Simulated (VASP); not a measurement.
Write the native input for VASP 6.6.1 that does the following.

```yaml
Task: single point
Functional: PBE
Potentials_or_basis: VASP PAW PBE potentials, release 64 (Al, N)
Cutoff: 600 eV
k_mesh: 6 × 6 × 6
Occupations: gaussian, width 0.05 eV
Spin: no spin polarisation
Dipole_correction: no
Further_INCAR_settings: ALGO = Normal; EDIFF = 1e-06; NBANDS = 26
```

The structure of AlN lies in POSCAR:

```
AlN
1.0
    4.4136965063     -0.0104965678     -0.0088343910
    0.0104965678     -4.4187716362     -0.0056695746
    0.0088343910     -0.0056695746     -4.4667899621
Al N
4 4
Direct
    0.0220181292      0.4730482209      0.4931681313
    0.4225935936      0.0110397231      0.5256719061
    0.4981743940      0.4882685446      0.0053543031
   -0.0124985272      0.0438234325      0.0016969501
    0.7121385280      0.7489352165      0.6748994343
    0.2425105496      0.1747633044      0.8076094750
    0.3133762064      0.7684250297      0.2526352987
    0.8016871263      0.2916965283      0.2389645014
```

The input as run:

INCAR

```
PREC     = Accurate       # precision mode
ENCUT    = 600            # plane-wave cutoff, eV
EDIFF    = 1E-6           # SCF threshold, eV
ISMEAR   = 0              # smearing method
SIGMA    = 0.05           # smearing width, eV
LREAL    = False          # projectors in reciprocal space
LASPH    = True           # aspherical terms in the spheres
NELM     = 120            # most SCF steps
ALGO     = Normal         # electronic algorithm
ISIF     = 2              # what is computed and relaxed
LWAVE    = False          # write WAVECAR
LCHARG   = False          # write CHGCAR
GGA      = PE             # functional
NBANDS   = 26             # bands
GGA_COMPAT= False
```

KPOINTS

```
Automatic mesh
0
Gamma
  6 6 6
```

Potentials or basis: VASP PAW PBE potentials, release 64 (Al, N).

Run with:

```console
$ cat potpaw_PBE.64/Al/POTCAR potpaw_PBE.64/N/POTCAR > POTCAR
$ mpirun -np 1 vasp_std > vasp.out
```

It gave:

```yaml
Pressure: 18.5 GPa
Largest_force: 12.079 eV/Å
Band_gap_on_the_k_mesh: 0.84 eV (least direct gap 0.97 eV)
```

Caveat: the stress differs along the axes, from 9 to 27 GPa; forces of over 1 eV/Å act on the atoms, so gaps and moduli don't describe the material at rest.

Run time: 3.8 min on 1 thread of Oxide Virtual Turin-like Processor (shared host), peak memory 0.32 GiB.
